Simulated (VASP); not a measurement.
Here is a VASP 6.6.1 calculation.

INCAR

```
PREC = Accurate
ENCUT = 520
EDIFF = 1E-7
ISMEAR = -1
SIGMA = 0.05
LREAL = False
LASPH = True
NELM = 60
ALGO = Normal
ISIF = 2
LWAVE = False
LCHARG = False
GGA = PE
NBANDS = 15
```

KPOINTS

```
regular mesh
0
Gamma
  13 13 11
```

File POSCAR:

```
HfB2
1.0
    3.1294983495      0.0000000000      0.0000000000
   -1.5647491748      2.7102250717      0.0000000000
    0.0000000000      0.0000000000      3.4683611171
Hf B
1 2
Direct
    0.0000000000      0.0000000000      0.0000000000
    0.3333333333      0.6666666667      0.5000000000
    0.6666666667      0.3333333333      0.5000000000
```

Potentials or basis: VASP PAW PBE potentials, release 64 (Hf_pv, B).

Run with:

```console
$ cat potpaw_PBE.64/Hf_pv/POTCAR potpaw_PBE.64/B/POTCAR > POTCAR
$ mpirun -np 1 vasp_std > vasp.out
```

**Question.** What does it give for the band gap on the k mesh?

**Answer.** Zero (band 8 reaches 8.40 eV, above the bottom of band 9 at 7.36 eV).

**Question.** What does it give for the pressure?

**Answer.** 3.6 GPa.

Caveat: spin-orbit coupling is left out, which moves the levels of the heavy elements.
